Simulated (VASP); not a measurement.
Crystal: LiGe2P3.

```
Li Ge P
1.0
     5.69773    0.00000    0.00000
    -2.84887    4.93438    0.00000
     0.00000    0.00000    3.46945
Li Ge P
1 2 3
Direct
  0.00000 0.00000 0.00000
  0.33333 0.66667 0.00000
  0.66667 0.33333 0.00000
  0.50000 0.00000 0.50000
  0.50000 0.50000 0.50000
  0.00000 0.50000 0.50000
```

```yaml
Program: VASP 6.6.1
Task: relaxation of cell and atoms
Functional: PBE
Potentials_or_basis: VASP PAW PBE potentials, release 64 (Li_sv, Ge_d, P)
Cutoff: 600 eV
k_mesh: 6 × 6 × 6
Occupations: gaussian, width 0.1 eV
Spin: no spin polarisation
```

At the start: pressure 19.9 GPa; volume 16.26 Å³/atom.

Question: Where does the relaxation end?

Answer: Over 4 steps the energy falls by 217.7 meV/atom and the volume is 20.43 Å³/atom (+25.7 %); space group P6/mmm (No. 191, to 0.1 Å) before and after.

The path:
```tsv
step	energy change (eV)	largest force (eV/Å)	pressure (GPa)	volume (Å³)
1	0.0000	0.0000	19.88	97.54
2	-1.2537	0.0000	-2.47	128.84
3	-1.3059	0.0000	0.27	122.07
4	-1.3062	0.0000	0.09	122.61
```

Final structure:
```yaml
crystal:
  lattice:
    - [6.09666, 0.00000, 0.00000]
    - [-3.04833, 5.27986, 0.00000]
    - [0.00000, 0.00000, 3.80898]
  atoms:
    - { symbol: Li, position: [0.00000, 0.00000, 0.00000] }
    - { symbol: Ge, position: [0.33333, 0.66667, 0.00000] }
    - { symbol: Ge, position: [0.66667, 0.33333, 0.00000] }
    - { symbol: P, position: [0.50000, 0.00000, 0.50000] }
    - { symbol: P, position: [0.50000, 0.50000, 0.50000] }
    - { symbol: P, position: [0.00000, 0.50000, 0.50000] }
```

Caveat: the cutoff is under 1.25 times the usual one of these potentials, so pressure, stress and relaxed cells hold a basis-set (Pulay) error; the volume moved by over 15 % at a fixed basis, so the end points are rough.
